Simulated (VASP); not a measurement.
Crystal: Ge2Cl.

```
Ge Cl
1.0
     4.20644    0.00000    0.00000
     0.00000    4.20644    0.00000
     0.00000    0.00000    6.41820
Ge Cl
4 2
Direct
  0.00000 0.00000 0.00000
  0.50000 0.50000 0.00000
  0.00000 0.50000 0.27000
  0.50000 0.00000 0.73000
  0.00000 0.50000 0.70000
  0.50000 0.00000 0.30000
```

* Program: VASP 6.6.1
* Task: relaxation of cell and atoms
* Functional: PBE
* Potentials or basis: VASP PAW PBE potentials, release 64 (Ge_d, Cl)
* Cutoff: 600 eV
* k mesh: 4 × 4 × 4
* Occupations: gaussian, width 0.1 eV
* Spin: no spin polarisation

At the start: pressure 11.6 GPa; volume 18.93 Å³/atom.

Problem. How do energy, volume and symmetry change on relaxing?

Solution. Over 17 steps the energy falls by 348.9 meV/atom and the volume is 22.18 Å³/atom (+17.2 %); space group P4/nmm (No. 129, to 0.1 Å) before and after.

Step by step:
```
step  energy change (eV)  largest force (eV/Å)  pressure (GPa)  volume (Å³)
   1              0.0000                1.5271           11.63       113.56
   2             -0.9492                0.6290           -1.10       137.61
   3             -0.9503                0.6013           -1.28       138.67
   4             -1.1746                0.4360           -1.43       137.96
   5             -1.4111                0.2305           -0.99       136.31
   6             -1.6015                0.3712            1.24       131.46
   7             -0.9351                1.9715           10.99       116.60
   8             -1.6297                0.7678            2.15       129.25
   9             -1.6714                1.1461            3.74       125.41
  10             -1.8558                1.1120            2.15       129.38
  11             -1.8406                0.7682           -0.81       135.07
  12             -1.9004                0.9983            0.97       131.87
  13             -1.9011                0.9682            0.72       132.30
  14             -1.9646                0.7702            0.36       133.04
  15             -2.0686                0.2564           -0.68       135.26
  16             -2.0797                0.0884           -1.12       136.18
  17             -2.0933                0.0376            0.02       133.07
```

Final structure:
```
Ge Cl
1.0
     3.72146    0.00000    0.00000
     0.00000    3.72146    0.00000
     0.00000    0.00000    9.60814
Ge Cl
4 2
Direct
  0.00000 0.00000 0.00000
  0.50000 0.50000 0.00000
  0.00000 0.50000 0.24562
  0.50000 0.00000 0.75438
  0.00000 0.50000 0.64285
  0.50000 0.00000 0.35715
```

Caveat: the k points lie up to 0.42 Å⁻¹ apart in the final cell, too coarse for converged energies and pressures of a metal; the volume moved by over 15 % at a fixed basis, so the end points are rough.
